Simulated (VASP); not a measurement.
Input of a VASP 6.6.1 run:

The input INCAR:

```
  PREC = Accurate
  ENCUT = 600
  EDIFF = 1E-6
  ISMEAR = 0
  SIGMA = 0.1
  LREAL = F
  LASPH = T
  NELM = 100
  ALGO = Normal
  ISIF = 3
  LWAVE = F
  LCHARG = F
  GGA = PE
  IBRION = 2
  NSW = 90
  EDIFFG = -0.04
```

File KPOINTS:

```
regular mesh
0
Gamma
  4 4 4
```

Contents of POSCAR:

```
Ti6C
1.0
    0.0000000000      3.7210749700      3.7210749700
    3.7210749700      0.0000000000      3.7210749700
    3.7210749700      3.7210749700      0.0000000000
Ti C
6 1
Direct
    0.5000000000      0.5000000000      0.0000000000
    0.5000000000      0.0000000000      0.5000000000
    0.0000000000      0.0000000000      0.5000000000
    0.0000000000      0.5000000000      0.0000000000
    0.0000000000      0.5000000000      0.5000000000
    0.5000000000      0.0000000000      0.0000000000
    0.0000000000      0.0000000000      0.0000000000
```

Potentials or basis: VASP PAW PBE potentials, release 64 (Ti_sv, C).

The run is started by

```console
$ cat potpaw_PBE.64/Ti_sv/POTCAR potpaw_PBE.64/C/POTCAR > POTCAR
$ mpirun -np 1 vasp_std > vasp.out
```

(1) What does it give for the band gap on the k mesh?

(2) What does it give for the relaxed volume?

## Answers

(1) zero (bands 38 and 39 overlap by 0.24 eV).

(2) 15.38 Å³/atom.

Caveat: the k points lie up to 0.36 Å⁻¹ apart in the final cell.
